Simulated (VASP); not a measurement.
**Y: single point with RPBE**

Y:

```xyz
3
Lattice="5.8041 0.0000 0.0000 -2.9021 5.0265 0.0000 0.0000 0.0000 3.6225" Properties=species:S:1:pos:R:3 pbc="T T T"
Y     5.8041    0.0000    3.6225
Y     0.0000    3.3510    1.8113
Y     2.9021    1.6755    1.8113
```

This isn't the form of Y at room conditions, which is hcp.

```json
{
 "Program": "VASP 6.6.1",
 "Task": "single point",
 "Functional": "RPBE",
 "Potentials or basis": "VASP PAW PBE potentials, release 64 (Y_sv)",
 "Cutoff": "520 eV",
 "k mesh": "7 × 7 × 10",
 "Occupations": "fermi-dirac, width 0.1 eV",
 "Spin": "no spin polarisation",
 "Dipole correction": "no",
 "Further INCAR settings": "ALGO = Normal; EDIFF = 1e-06; NBANDS = 24"
}
```

* Pressure: -1.4 GPa
* Band gap on the k mesh: zero (an odd number of electrons rules out a gap without spin polarisation)

Stress tensor (GPa, compression positive):
```
-1.47  0.00  0.00
 0.00 -1.47  0.00
 0.00  0.00 -1.35
```

Levels at points of the mesh, in eV from the Fermi level:
```tsv
k point	band 13	band 14	band 15	band 16	band 17	band 18	band 19	band 20	band 21	band 22
(0.00, 0.00, 0.00)	-4.50	-0.86	0.00	0.00	0.05	0.05	0.43	1.65	2.26	2.26
(0.00, 0.00, 0.50)	-1.79	-1.18	-0.90	-0.90	-0.56	-0.56	1.62	1.62	1.93	1.93
```

It took 61 s on 1 thread of Intel(R) Xeon(R) 6975P-C (Granite Rapids), with other jobs on the host, peak memory 0.3 GiB.

Caveat: the PAW data sets were made with another functional, which shifts forces and pressure a little.
